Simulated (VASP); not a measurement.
The system is Cd3Te2.

```
Cd Te
1.0
     7.97000    0.00000    0.00000
     0.00000    7.97000    0.00000
     0.00000    0.00000    4.23000
Cd Te
6 4
Direct
  0.31900 0.18100 0.50000
  0.68100 0.81900 0.50000
  0.81900 0.31900 0.50000
  0.18100 0.68100 0.50000
  0.00000 0.00000 0.00000
  0.50000 0.50000 0.00000
  0.11100 0.38900 0.00000
  0.88900 0.61100 0.00000
  0.38900 0.88900 0.00000
  0.61100 0.11100 0.00000
```

* Program: VASP 6.6.1
* Task: relaxation of cell and atoms
* Functional: PBE
* Potentials or basis: VASP PAW PBE potentials, release 64 (Cd, Te)
* Cutoff: 500 eV
* k mesh: 2 × 2 × 4
* Occupations: gaussian, width 0.2 eV
* Spin: no spin polarisation

At the start: pressure 8.6 GPa; volume 26.87 Å³/atom.

Question: Where does the relaxation end?

Answer: Over 32 steps the energy falls by 414.1 meV/atom and the volume is 33.34 Å³/atom (+24.1 %); space group P4/mbm (No. 127, to 0.1 Å) before and after.

The path:
| step | energy change (eV) | largest force (eV/Å) | pressure (GPa) | volume (Å³) |
| --- | --- | --- | --- | --- |
| 1 | 0.0000 | 4.8222 | 8.62 | 268.69 |
| 2 | -2.2304 | 0.6723 | -2.95 | 328.79 |
| 3 | -2.2975 | 0.8335 | -1.51 | 312.52 |
| 4 | -2.3009 | 0.7874 | -1.78 | 315.02 |
| 5 | -2.5445 | 0.7595 | -0.73 | 302.70 |
| 6 | -2.6900 | 0.4970 | 1.99 | 282.21 |
| 7 | -2.6966 | 0.5777 | 1.39 | 285.92 |
| 8 | -2.8564 | 0.3547 | 1.08 | 288.65 |
| 9 | -2.9312 | 0.4518 | 0.93 | 291.85 |
| 10 | -2.9357 | 0.4780 | 0.92 | 292.69 |
| 11 | -3.0022 | 0.3057 | -0.70 | 304.23 |
| 12 | -3.0022 | 0.3105 | -0.66 | 303.86 |
| 13 | -3.0617 | 0.2775 | -0.55 | 301.15 |
| 14 | -3.1872 | 0.2425 | 0.00 | 293.08 |
| 15 | -3.0364 | 0.8057 | 2.49 | 277.27 |
| 16 | -3.2075 | 0.3287 | 0.38 | 289.61 |
| 17 | -3.2104 | 0.3855 | 0.60 | 287.76 |
| 18 | -3.2524 | 0.4063 | 0.33 | 289.57 |
| 19 | -3.3296 | 0.4829 | -0.35 | 295.05 |
| 20 | -3.3357 | 0.5222 | -0.60 | 297.70 |
| 21 | -3.3951 | 0.5010 | -0.27 | 295.63 |
| 22 | -3.4328 | 0.4910 | 0.42 | 292.35 |
| 23 | -3.5203 | 0.3618 | 0.15 | 294.95 |
| 24 | -3.6267 | 0.1692 | -0.17 | 300.65 |
| 25 | -3.8065 | 0.3498 | 0.10 | 312.26 |
| 26 | -3.3276 | 1.4279 | 1.39 | 336.37 |
| 27 | -3.8661 | 0.5849 | 0.34 | 317.24 |
| 28 | -3.9657 | 0.5842 | -0.15 | 325.62 |
| 29 | -4.0235 | 0.5700 | -0.63 | 336.11 |
| 30 | -4.1258 | 0.2072 | 0.07 | 330.89 |
| 31 | -4.1292 | 0.1280 | 0.25 | 329.84 |
| 32 | -4.1407 | 0.0451 | -0.17 | 333.37 |

Final structure:
```
Cd Te
1.0
     8.59115    0.00000    0.00000
     0.00000    8.59115    0.00000
     0.00000    0.00000    4.51671
Cd Te
6 4
Direct
  0.38822 0.11178 0.50000
  0.61178 0.88822 0.50000
  0.88822 0.38822 0.50000
  0.11178 0.61178 0.50000
  0.00000 0.00000 0.00000
  0.50000 0.50000 0.00000
  0.23737 0.26263 0.00000
  0.76263 0.73737 0.00000
  0.26263 0.76263 0.00000
  0.73737 0.23737 0.00000
```

Caveat: the k points lie up to 0.37 Å⁻¹ apart in the final cell; the volume moved by over 15 % at a fixed basis, so the end points are rough; the relaxation stopped at a loose force limit of 0.08 eV/Å, so its end isn't a converged minimum.
